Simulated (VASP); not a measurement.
# AlB3P4 (I-42m) in VASP: notebook, part 2 of 2

VASP 6.6.1. Earlier steps stand in the parts before.

## (4) Single point, PBE

INCAR reads:

```
PREC     = Accurate       # precision mode
ENCUT    = 520            # plane-wave cutoff, eV
EDIFF    = 1E-6           # SCF threshold, eV
ISMEAR   = 0              # smearing method
SIGMA    = 0.02           # smearing width, eV
LREAL    = False          # projectors in reciprocal space
LASPH    = True           # aspherical terms in the spheres
NELM     = 100            # most SCF steps
ALGO     = Normal         # electronic algorithm
ISIF     = 2              # what is computed and relaxed
LWAVE    = False          # write WAVECAR
LCHARG   = False          # write CHGCAR
GGA      = PE             # functional
NBANDS   = 26             # bands
```

KPOINTS reads:

```
regular mesh
0
Gamma
  8 8 8
```

POSCAR reads:

```
AlB3P4
1.0
   -2.4050635496      2.4050635496      4.7807232054
    2.4050635496     -2.4050635496      4.7807232054
    2.4050635496      2.4050635496     -4.7807232054
Al B P
1 3 4
Direct
    0.0000000000      0.0000000000      0.0000000000
    0.5000000000      0.5000000000      0.0000000000
    0.2500000000      0.7500000000      0.5000000000
    0.7500000000      0.2500000000      0.5000000000
    0.5881904745      0.5881904745      0.4455054520
    0.1426850226      0.1426850226      0.5544945481
    0.8573149774      0.4118095255      0.0000000000
    0.4118095255      0.8573149774      0.0000000000
```

Potentials or basis: VASP PAW PBE potentials, release 64 (Al, B, P).

Launch:

```console
cat potpaw_PBE.64/Al/POTCAR potpaw_PBE.64/B/POTCAR potpaw_PBE.64/P/POTCAR > POTCAR
mpirun -np 1 vasp_std > vasp.out
```

OUTCAR:

```text
PREC = Accurate
   ENCUT = 520
   EDIFF = 1E-6
   ISMEAR = 0
   LREAL = False
   LASPH = True
   NELM = 100
   ISIF = 2
   GGA = PE

 ion  position               nearest neighbor table
   1  0.000  0.000  0.000-   5 2.28   8 2.28   7 2.28   6 2.28
   2  0.500  0.500  0.000-   7 1.99   8 1.99   6 1.99   5 1.99
   3  0.250  0.750  0.500-   5 2.04   6 2.04   8 2.04   7 2.04
   4  0.750  0.250  0.500-   5 2.04   6 2.04   7 2.04   8 2.04
   5  0.588  0.588  0.446-   2 1.99   3 2.04   4 2.04   1 2.28
   6  0.143  0.143  0.554-   2 1.99   3 2.04   4 2.04   1 2.28
   7  0.857  0.412  0.000-   2 1.99   3 2.04   4 2.04   1 2.28
   8  0.412  0.857  0.000-   2 1.99   4 2.04   3 2.04   1 2.28

  LATTYP: Found a body centered tetragonal cell.
 ALAT       =     4.8101270992
 C/A-ratio  =     1.9877741718

  Lattice vectors:

 A1 = (  -2.4050635496,   2.4050635496,   4.7807232054)
 A2 = (   2.4050635496,  -2.4050635496,   4.7807232054)
 A3 = (   2.4050635496,   2.4050635496,  -4.7807232054)

[... 190 lines left out ...]
 cond. band min:       7.6638773372   @ k =  -0.1250  -0.1250   0.1250
 fundamental gap:      0.9206474628
 Fermi energy:         6.8370590682

 k-point     1 :       0.0000    0.0000    0.0000
  band No.  band energies     occupation
      1      -7.7923      2.00000
      2      -3.7370      2.00000
      3      -3.4646      2.00000
      4      -3.4646      2.00000
      5      -1.7561      2.00000
      6      -1.3547      2.00000
[... 685 lines left out ...]
     25      12.0763      0.00000
     26      12.4442      0.00000

 [... further k-points ...]

------------------------ aborting loop because EDIFF is reached ----------------------------------------

  FORCE on cell =-STRESS in cart. coord.  units (eV):
  Direction    XX          YY          ZZ          XY          YZ          ZX
  --------------------------------------------------------------------------------------
  -------------------------------------------------------------------------------------
  Total       -0.1523793     -0.1523793     -0.1529043      0.0000000      0.0000000      0.0000000
  in kB       -2.2071399     -2.2071399     -2.2147438      0.0000000      0.0000000      0.0000000
  external PRESSURE =      -2.2096745 kB  Pullay stress =       0.0000000 kB

 VOLUME and BASIS-vectors are now :
 -----------------------------------------------------------------------------
  energy-cutoff  :      520.00
  volume of cell :      110.61
      direct lattice vectors                 reciprocal lattice vectors
    -2.405063550  2.405063550  4.780723205     0.000000000  0.207894715  0.104586687
     2.405063550 -2.405063550  4.780723205     0.207894715  0.000000000  0.104586687
     2.405063550  2.405063550 -4.780723205     0.207894715  0.207894715  0.000000000

 POSITION                                       TOTAL-FORCE (eV/Angst)
 -----------------------------------------------------------------------------------
      0.00000      0.00000      0.00000        -0.000000      0.000000     -0.000000
      0.00000      0.00000      4.78072        -0.000000      0.000000     -0.000000
      2.40506     -0.00000      2.39036        -0.000000      0.000000     -0.000000
     -0.00000      2.40506      2.39036        -0.000000      0.000000     -0.000000
      1.07147      1.07147      3.49411         0.003054      0.003054      0.004618
      1.33359      1.33359     -1.28661        -0.003054     -0.003054      0.004618
     -1.07147      1.07147      6.06733        -0.003054      0.003054     -0.004618
      1.07147     -1.07147      6.06733         0.003054     -0.003054     -0.004618
 -----------------------------------------------------------------------------------
    total drift:                                0.000000      0.000000      0.000000

  FREE ENERGIE OF THE ION-ELECTRON SYSTEM (eV)
  ---------------------------------------------------
  free  energy   TOTEN  =       -47.6043683116 eV

  energy  without entropy=      -47.6043683116  energy(sigma->0) =      -47.60436831
```

Wall time 2.4 min (1 thread of Intel Xeon 6975P-C (Granite Rapids), shared host); peak memory 0.38 GiB.

Results:

```
Free energy            : -47.6044 eV
Pressure               : -0.2 GPa
Largest force          : 0.006 eV/Å
Band gap on the k mesh : 0.92 eV (least direct gap 0.94 eV)
```

Forces in eV/Å, atoms in the order of the input:
```
Al   0.000  0.000  0.000
B    0.000  0.000  0.000
B    0.000  0.000  0.000
B    0.000  0.000  0.000
P    0.003  0.003  0.005
P   -0.003 -0.003  0.005
P   -0.003  0.003 -0.005
P    0.003 -0.003 -0.005
```

Levels at points of the mesh, in eV from the valence-band top:
| k point | band 14 | band 15 | band 16 | band 17 | band 18 | band 19 |
| --- | --- | --- | --- | --- | --- | --- |
| (0.00, 0.00, 0.00) | -0.29 | 0.00 | 0.00 | 0.94 | 1.14 | 3.15 |
| (0.50, 0.00, 0.00) | -2.38 | -1.86 | -1.56 | 2.99 | 3.15 | 3.65 |
| (0.50, 0.50, 0.00) | -1.76 | -0.92 | -0.90 | 2.31 | 2.98 | 3.15 |
| (0.50, 0.50, 0.50) | -2.85 | -1.67 | -1.67 | 1.33 | 1.45 | 1.45 |

A k mesh can miss the band edges.

## (5) The runs side by side

```tsv
cell	k mesh	smearing	gap on the mesh (eV)	pressure (GPa)	largest force (eV/Å)
a = 5.867 Å, angles 131.6, 131.6, 70.9°, 8 atoms, atomic positions A	6 × 6 × 6	gaussian 0.1 eV	0.94	-0.2	0.01
a = 6.023 Å, angles 131.8, 131.8, 70.5°, 8 atoms, atomic positions B	6 × 6 × 6	gaussian 0.1 eV	1.12	-3.0	4.68
a = 5.867 Å, angles 131.6, 131.6, 70.9°, 8 atoms, atomic positions A	8 × 8 × 8	gaussian 0.02 eV	0.92	-0.2	0.01
```

Alike in all rows: task single point; level PBE; potentials or basis VASP PAW PBE potentials, release 64 (Al, B, P); no spin polarisation; cutoff (eV) 520.

Caveats: forces of over 1 eV/Å act on the atoms, so gaps and moduli don't describe the material at rest (at least some runs).

Total energies depend on the potentials used, so only differences within one code and one set of settings carry meaning.
